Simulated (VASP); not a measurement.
Input of a VASP 6.6.1 run:

File INCAR:

```
PREC = Accurate ; ENCUT = 520
EDIFF = 1E-7 ; ISMEAR = -1
SIGMA = 0.05 ; LREAL = Auto
LASPH = T ; NELM = 60
ALGO = Normal ; ISIF = 2
LWAVE = F ; LCHARG = T
GGA = PS ; LELF = T
LVHAR = T ; NBANDS = 94
```

The input KPOINTS:

```
Automatic mesh
0
Gamma
  2 3 2
```

POSCAR

```
Y8Si16H
1.0
   -3.8500000000     -6.6683960000      0.0000000000
    5.7750000000     -3.3341980000      0.0000000000
    0.0000000000      0.0000000000      8.2800000000
Y Si H
8 16 1
Direct
    0.7505810996      0.4999479831     -0.0009281706
    0.7431741547      0.4973269003      0.5017072522
    0.4978849852     -0.0092011346     -0.0012381695
    0.4990418054      0.0072660874      0.5017158542
    0.2457479415      0.4991020613     -0.0010799619
    0.2553489285      0.4963769277      0.5015273019
   -0.0019893199     -0.0007133126      0.0004444369
   -0.0009103059      0.0024164901      0.5003720940
    0.4983009663      0.3300506876      0.2202048261
    0.4990357398      0.6637833296      0.2626952977
    0.4982276486      0.3283759870      0.7689604600
    0.4990236222      0.6630691851      0.7503258560
    0.2496183695      0.8304866018      0.2399276967
    0.2486938776      0.1663630760      0.2589146780
    0.2501427608      0.8308068009      0.7460586832
    0.2471345687      0.1659951996      0.7533882731
   -0.0010176902      0.3340236027      0.2411485609
   -0.0017013752      0.6685661552      0.2631738577
   -0.0009505898      0.3357918080      0.7433835375
   -0.0017713194      0.6699398402      0.7550126286
    0.7476189703      0.8319416839      0.2399805253
    0.7487494527      0.1677888630      0.2591006664
    0.7471038649      0.8323712478      0.7461808721
    0.7502925216      0.1674936128      0.7534605830
    0.4992313225      0.3332207160      0.5043555607
```

Potentials or basis: VASP PAW PBE potentials, release 64 (Y_sv, Si, H).

Launch:

```bash
$ cat potpaw_PBE.64/Y_sv/POTCAR potpaw_PBE.64/Si/POTCAR potpaw_PBE.64/H/POTCAR > POTCAR
$ mpirun -np 1 vasp_std > vasp.out
```

Estimate the pressure.

8.6 GPa.

Estimate the largest force.

0.039 eV/Å.

Estimate the band gap on the k mesh.

zero (an odd number of electrons rules out a gap without spin polarisation).

Forces on the atoms (eV/Å):
```
Y    0.010 -0.007 -0.001
Y   -0.012  0.002 -0.018
Y    0.014 -0.020 -0.011
Y   -0.006  0.005 -0.018
Y    0.010 -0.017 -0.004
Y   -0.002  0.011 -0.019
Y    0.007 -0.016  0.001
Y   -0.004  0.008 -0.006
Si  -0.006  0.000  0.010
Si   0.005  0.003 -0.006
Si  -0.004 -0.015 -0.022
Si   0.011  0.001  0.024
Si   0.001 -0.011  0.010
Si   0.004  0.001 -0.007
Si   0.009 -0.003 -0.008
Si   0.005  0.032  0.016
Si  -0.002  0.002  0.003
Si  -0.018  0.008 -0.005
Si   0.005 -0.004  0.002
Si  -0.021  0.010  0.004
Si   0.004  0.009  0.008
Si   0.003  0.005 -0.006
Si  -0.002 -0.002 -0.005
Si  -0.013 -0.004  0.019
H    0.002  0.001  0.039
```

Caveat: the k points lie up to 0.41 Å⁻¹ apart, too coarse for converged energies and pressures of a metal; the PAW data sets were made with another functional, which shifts forces and pressure a little; an odd number of electrons without spin polarisation forces a metal; a magnetic or distorted state may lie lower.
